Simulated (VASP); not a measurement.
# Hg: single point with PBE

Crystal: Hg.

```
Hg
1.0
     2.07840    1.19996    1.97474
    -2.07840    1.19996    1.97474
     0.00000   -2.39993    1.97474
Hg
1
Direct
  0.00000 0.00000 0.00000
```

| Property | Result |
| --- | --- |
| Program | VASP 6.6.1 |
| Task | single point |
| Functional | PBE |
| Potentials or basis | VASP PAW PBE potentials, release 64 (Hg) |
| Cutoff | 520 eV |
| k mesh | 17 × 17 × 17 |
| Occupations | fermi-dirac, width 0.1 eV |
| Spin | no spin polarisation |

```yaml
Pressure: 0.2 GPa
Band_gap_on_the_k_mesh: zero (bands 6 and 7 overlap by 3.72 eV)
```

Levels at points of the mesh, in eV from the Fermi level:
```
           k point  band 3  band 4  band 5  band 6  band 7  band 8  band 9  band 10
(0.00, 0.00, 0.00)   -7.53   -5.90   -5.90   -5.86    9.66    9.66    9.88    12.95
```

Run time: 63 s on 1 thread of AMD EPYC 9R45 96-Core Processor (Zen 5), with other jobs on the host, peak memory 0.24 GiB.

Caveat: spin-orbit coupling is left out, which moves the levels of the heavy elements.
